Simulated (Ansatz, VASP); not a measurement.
## One calculation of GePt, two programs

```xyz
8
Lattice="5.7190 0.0000 0.0000 0.0000 3.6970 0.0000 0.0000 0.0000 6.0840" Properties=species:S:1:pos:R:3 pbc="T T T"
Ge    1.0580    0.9243    3.5896
Ge    1.8015    2.7728    0.5476
Ge    3.9175    0.9243    5.5364
Ge    4.6610    2.7728    2.4944
Pt    5.7161    0.9243    1.1608
Pt    2.8624    2.7728    4.2028
Pt    2.8566    0.9243    1.8812
Pt    0.0029    2.7728    4.9232
```

Alike in both runs: task relaxation of cell and atoms; functional LDA; k mesh 5 × 8 × 5; occupations fermi-dirac, width 0.1 eV; no spin polarisation.

|  | VASP | Ansatz |
| --- | --- | --- |
| version | VASP 6.6.1 | Ansatz 0.2.0 |
| potentials or method | VASP PAW LDA potentials, release 64 (Ge_d, Pt), cutoff 600 eV | PAW plane waves |
| valence electrons in the cell | 96 | 128 |

|  | VASP | Ansatz | Ansatz less VASP |
| --- | --- | --- | --- |
| gap on the k mesh at the Fermi level, each at its own relaxed structure (eV) | none | none | - |
| relaxed volume (Å³/atom) | 15.91 | 15.85 | -0.062 |
| relaxed cell length with the largest relative difference (Å) | 6.041 | 6.032 | -0.0091 |

Ansatz warns that its potentials were made for another functional, while VASP's fit it. LDA's correlation is that of Perdew and Zunger in VASP and of Perdew and Wang (1992) in Ansatz. A gap of «none» marks a metal or a gap that the smearing closes. VASP's potentials hold 96 valence electrons a cell and Ansatz's 128, so a difference there can come from the potentials and not from the codes.

Neither program's run includes spin-orbit coupling.
